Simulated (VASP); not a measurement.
## Ru: single point with LDA

Crystal: Ru.

```
Ru
1.0
     2.67753    0.00000    0.00000
    -1.33877    2.31881    0.00000
     0.00000    0.00000    4.21813
Ru
2
Direct
  0.33333 0.66667 0.25000
  0.66667 0.33333 0.75000
```

```json
{
 "Program": "VASP 6.6.1",
 "Task": "single point",
 "Functional": "LDA",
 "Potentials or basis": "VASP PAW LDA potentials, release 64 (Ru_sv)",
 "Cutoff": "560 eV",
 "k mesh": "13 × 13 × 8",
 "Occupations": "methfessel-paxton, width 0.03 eV",
 "Spin": "no spin polarisation",
 "Dipole correction": "no",
 "Further INCAR settings": "ALGO = Normal; EDIFF = 1e-06; NBANDS = 23"
}
```

```json
{
 "Pressure": "0.3 GPa",
 "Band gap on the k mesh": "zero (bands 16 and 17 overlap by 3.28 eV)"
}
```

Stress tensor (GPa, compression positive):
```
 0.57  0.00  0.00
 0.00  0.57  0.00
 0.00  0.00 -0.10
```

Levels at points of the mesh, in eV from the Fermi level:
| k point | band 13 | band 14 | band 15 | band 16 | band 17 | band 18 | band 19 | band 20 |
| --- | --- | --- | --- | --- | --- | --- | --- | --- |
| (0.00, 0.00, 0.00) | -2.59 | -2.09 | -2.09 | -1.56 | -1.56 | 1.21 | 1.21 | 1.34 |
| (0.00, 0.00, 0.50) | -3.01 | -3.01 | -2.87 | -2.87 | 0.54 | 0.54 | 0.54 | 0.54 |

It took 25 s on 1 thread of Intel(R) Xeon(R) Platinum 8488C (Sapphire Rapids) (shared host), peak memory 0.17 GiB.
